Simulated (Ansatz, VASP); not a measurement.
## One calculation of ScCd, two programs

The input INCAR:

```
PREC = Accurate ; ENCUT = 520
EDIFF = 1E-8 ; ISMEAR = -1
SIGMA = 0.05 ; LREAL = False
LASPH = True ; NELM = 60
ALGO = Normal ; ISIF = 2
LWAVE = False ; LCHARG = False
LEFG = True ; NBANDS = 18
```

File KPOINTS:

```
Automatic mesh
0
Gamma
  10 10 10
```

File POSCAR:

```
ScCd
1.0
    2.7987909165      0.0000000000      0.0000000000
    0.0000000000      2.7987909165      0.0000000000
    0.0000000000      0.0000000000      2.7987909165
Sc Cd
1 1
Direct
    0.5000000000      0.5000000000      0.5000000000
    0.0000000000      0.0000000000      0.0000000000
```

Input for Ansatz:

```yaml
crystal:
  lattice:
    - [2.7987909165, 0.0, 0.0]
    - [0.0, 2.7987909165, 0.0]
    - [0.0, 0.0, 2.7987909165]
  atoms:
    - { symbol: Sc, position: [0.5, 0.5, 0.5] }
    - { symbol: Cd, position: [0.0, 0.0, 0.0] }
kpoints:
  mp_grid: { grid: [10, 10, 10] }
scf:
  occupations: { method: fermi_dirac, width: 0.05 }
hamiltonian:
  xc: lda
  pseudopotentials: { kind: all_electron, datasets: crystal }
output:
  forces: true
  stress: true
  eigenvalues: true
  efg: { contact_densities: true }
```

Change from the starting cell: volume scaled by 0.5, crystal datasets.

Alike in both runs: task electric field gradients; functional LDA; k mesh 10 × 10 × 10; occupations fermi-dirac, width 0.05 eV; no spin polarisation.

|  | VASP | Ansatz |
| --- | --- | --- |
| version | VASP 6.6.1 | Ansatz 0.2.0 |
| potentials or method | VASP PAW LDA potentials, release 64 (Sc_sv, Cd), cutoff 520 eV | all-electron PAW with datasets made for the crystal, scalar-relativistic |

Ansatz gave:

| Quantity | Value |
| --- | --- |
| pressure (GPa) | 187.6 |

Q: What did VASP give for the same quantities?

A: Pressure (GPa): 194.7.

LDA's correlation is that of Perdew and Zunger in VASP and of Perdew and Wang (1992) in Ansatz. Both programs put the cell under a high pressure, so it lies far from rest at this level. Ansatz ran all-electron here, and VASP with PAW potentials.

Noted on VASP's run: the cell as given lies far from equilibrium.
